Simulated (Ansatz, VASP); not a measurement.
# Se in VASP and in Ansatz

INCAR

```
SYSTEM = Se
  PREC = Accurate
  ENCUT = 520
  EDIFF = 1E-8
  ISMEAR = -1
  SIGMA = 0.03
  LREAL = .FALSE.
  LASPH = .TRUE.
  NELM = 80
  ALGO = Normal
  ISIF = 2
  LWAVE = .FALSE.
  LCHARG = .FALSE.
  GGA = CA
  LEFG = .TRUE.
  NBANDS = 16
```

Contents of KPOINTS:

```
regular mesh
0
G
  6 6 5
  0 0 0
```

Contents of POSCAR:

```
Se
1.0
    4.3661999489      0.0000000000      0.0000000000
   -2.1830999745      3.7812400738      0.0000000000
    0.0000000000      0.0000000000      4.9040640000
Se
3
Direct
    0.2254000000      0.0000000000      0.3333333333
    0.0000000000      0.2254000000      0.6666666667
    0.7746000000      0.7746000000      0.0000000000
```

Input for Ansatz:

```yaml
crystal:
  lattice:
    - [4.3661999489, 0.0, 0.0]
    - [-2.1830999745, 3.7812400738, 0.0]
    - [0.0, 0.0, 4.904064]
  atoms:
    - { symbol: Se, position: [0.2254, 0.0, 0.3333333333] }
    - { symbol: Se, position: [0.0, 0.2254, 0.6666666667] }
    - { symbol: Se, position: [0.7746, 0.7746, 0.0] }
kpoints:
  mp_grid: { grid: [6, 6, 5] }
scf:
  occupations: { method: fermi_dirac, width: 0.03 }
hamiltonian:
  xc: lda
  pseudopotentials: { kind: all_electron, datasets: crystal }
output:
  forces: true
  stress: true
  eigenvalues: true
  efg: { contact_densities: true }
```

Change from the starting cell: zz strain of -1 %, crystal datasets.

Alike in both runs: task electric field gradients; functional LDA; k mesh 6 × 6 × 5; occupations fermi-dirac, width 0.03 eV; no spin polarisation.

```csv
,VASP,Ansatz
version,VASP 6.6.1,Ansatz 0.2.0
potentials or method,"VASP PAW LDA potentials, release 64 (Se), cutoff 520 eV","all-electron PAW with datasets made for the crystal, scalar-relativistic"
```

VASP gave:

```
gap on the k mesh at the Fermi level (eV)                     : 1.16
pressure (GPa)                                                : -0.3
traceless stress, the component that is largest in VASP (GPa) : 1.44
rms of the force components (eV/Å)                            : 0.220
size of Vzz on the site where it differs most (V/Å²)          : 493.1
```

Q: What did Ansatz give for the same quantities?

A: gap on the k mesh at the Fermi level (eV): 1.17; pressure (GPa): -0.5; traceless stress, the component that is largest in VASP (GPa): 1.36; rms of the force components (eV/Å): 0.189; size of Vzz on the site where it differs most (V/Å²): 513.3.

LDA's correlation is that of Perdew and Zunger in VASP and of Perdew and Wang (1992) in Ansatz. Atom by atom the forces differ by 0.031 eV/Å (rms over components). Ansatz ran all-electron here, and VASP with PAW potentials.
